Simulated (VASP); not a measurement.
Input of a VASP 6.6.1 run:

File POSCAR:

```
CuO
1.0
    2.3755041962     -1.7359473225      0.0000000000
    2.3755041962      1.7359473225      0.0000000000
   -0.8718787375      0.0000000000      5.1260155593
Cu O
2 2
Direct
    0.4968000000      0.0032000000      0.5000000000
    0.0032000000      0.4968000000      0.0000000000
    0.4056000000      0.5714000000      0.7537000000
    0.5714000000      0.4056000000      0.2537000000
```

Contents of INCAR.step1:

```
SYSTEM = CuO
PREC = Accurate ; ENCUT = 520
ISMEAR = -1 ; SIGMA = 0.05
LREAL = .FALSE. ; LASPH = .TRUE.
NELM = 80 ; NBANDS = 25
GGA = PE ; ALGO = Normal
EDIFF = 1E-4 ; LWAVE = .TRUE.
LCHARG = .FALSE.
```

Contents of INCAR.step2:

```
SYSTEM = CuO
PREC = Accurate ; ENCUT = 520
EDIFF = 1E-6 ; ISMEAR = -1
SIGMA = 0.05 ; LREAL = .FALSE.
LASPH = .TRUE. ; NELM = 80
ALGO = Normal ; ISIF = 2
LWAVE = .FALSE. ; LCHARG = .FALSE.
METAGGA = R2SCAN ; LMIXTAU = .TRUE.
NBANDS = 25 ; ISTART = 1
```

KPOINTS

```
regular mesh
0
G
  10 10 5
  0 0 0
```

Potentials or basis: VASP PAW PBE potentials, release 64 (Cu, O).

The run is started by

```sh
$ cat potpaw_PBE.64/Cu/POTCAR potpaw_PBE.64/O/POTCAR > POTCAR
$ cp INCAR.step1 INCAR
$ mpirun -np 1 vasp_std > vasp.out
$ cp INCAR.step2 INCAR
$ mpirun -np 1 vasp_std > vasp.out
```

Predict the pressure.

-6.9 GPa.

Predict the band gap on the k mesh.

zero (bands 17 and 18 overlap by 0.59 eV).

Stress tensor (GPa, compression positive):
```
-7.49  0.00 -0.30
 0.00 -4.24  0.00
-0.30  0.00 -9.05
```

Caveat: the cell stands under tension; the PAW data sets were made with another functional, which shifts forces and pressure a little; semilocal functionals often make such compounds metallic where correlation or magnetic order opens a gap, which also shifts bond lengths. With open d or f shells a metallic result of r2SCAN can be an artefact of self-interaction; +U or a hybrid may open a gap.
